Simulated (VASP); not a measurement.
Input of a VASP 6.6.1 run:

Contents of INCAR:

```
PREC = Accurate
ENCUT = 600
EDIFF = 1E-6
ISMEAR = 0
SIGMA = 0.1
LREAL = F
LASPH = T
NELM = 60
ALGO = Normal
ISIF = 3
LWAVE = F
LCHARG = F
GGA = PS
IBRION = 2
NSW = 100
EDIFFG = -0.01
```

File KPOINTS:

```
Automatic mesh
0
Gamma
  24 24 8
```

The input POSCAR:

```
B
1.0
    2.3184140742      0.0000000000      0.0000000000
   -1.1592070371      2.0078054848      0.0000000000
    0.0000000000      0.0000000000      5.4604310116
B
4
Direct
    0.0000000000      0.0000000000      0.0000000000
    0.0000000000      0.0000000000      0.5000000000
    0.3333333333      0.6666666667      0.7500000000
    0.6666666667      0.3333333333      0.2500000000
```

Potentials or basis: VASP PAW PBE potentials, release 64 (B).

Launch:

```console
$ cat potpaw_PBE.64/B/POTCAR > POTCAR
$ mpirun -np 1 vasp_std > vasp.out
```

(1) What does it give for the relaxed cell?

(2) Predict the space group after relaxing (to 0.1 Å).

## Answers

(1) a = 2.319 Å, b = 2.319 Å, c = 5.464 Å, α = 90.00°, β = 90.00°, γ = 120.00°.

(2) P6_3/mmc (No. 194).
